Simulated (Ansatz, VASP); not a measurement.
# C: VASP beside Ansatz

Contents of INCAR:

```
  PREC = Accurate
  ENCUT = 520
  EDIFF = 1E-6
  ISMEAR = 0
  SIGMA = 0.15
  LREAL = False
  LASPH = True
  NELM = 60
  ALGO = Normal
  ISIF = 2
  LWAVE = False
  LCHARG = True
  GGA = PS
  LELF = True
  LVHAR = True
  NBANDS = 11
```

Contents of KPOINTS:

```
Automatic mesh
0
Gamma
  24 24 6
```

POSCAR

```
C
1.0
    2.4561701622      0.0000000000      0.0000000000
   -1.2280850811      2.3398163321      0.0000000000
    0.0000000000      0.0000000000      8.5238033600
C
2
Direct
    0.3333333333      0.6666666667      0.0000000000
    0.6666666667      0.3333333333      0.0000000000
```

Input for Ansatz:

```yaml
crystal:
  lattice:
    - [2.4561701622, 0.0, 0.0]
    - [-1.2280850811, 2.3398163321, 0.0]
    - [0.0, 0.0, 8.52380336]
  atoms:
    - { symbol: C, position: [0.3333333333, 0.6666666667, 0.0] }
    - { symbol: C, position: [0.6666666667, 0.3333333333, 0.0] }
basis:
  ecutwfc: 420
kpoints:
  mp_grid: { grid: [24, 24, 6] }
hamiltonian:
  xc: pbesol
scf:
  occupations: { method: gaussian, width: 0.15 }
output:
  forces: true
  stress: true
  eigenvalues: true
```

Change from the starting cell: strain +0.1000 x Voigt [0, 1, 0, 0, 0, 0], atoms carried along.

Alike in both runs: task single point; functional PBEsol; k mesh 24 × 24 × 6; occupations gaussian, width 0.15 eV; no spin polarisation.

```csv
,VASP,Ansatz
version,VASP 6.6.1,Ansatz 0.2.0
potentials or method,"VASP PAW PBE potentials, release 64 (C), cutoff 520 eV","scalar-relativistic, plane waves, PAW"
valence electrons in the cell,8,8
```

|  | VASP | Ansatz | Ansatz less VASP |
| --- | --- | --- | --- |
| gap on the k mesh at the Fermi level (eV) | 0.50 | 0.50 | 0.000 |
| least direct gap on the mesh (eV) | 0.50 | 0.50 | 0.000 |
| rms of the force components (eV/Å) | 0.019 | 0.036 | +0.0171 |

VASP's potentials were made for PBE, not for PBEsol. Atom by atom the forces differ by 0.017 eV/Å (rms over components).
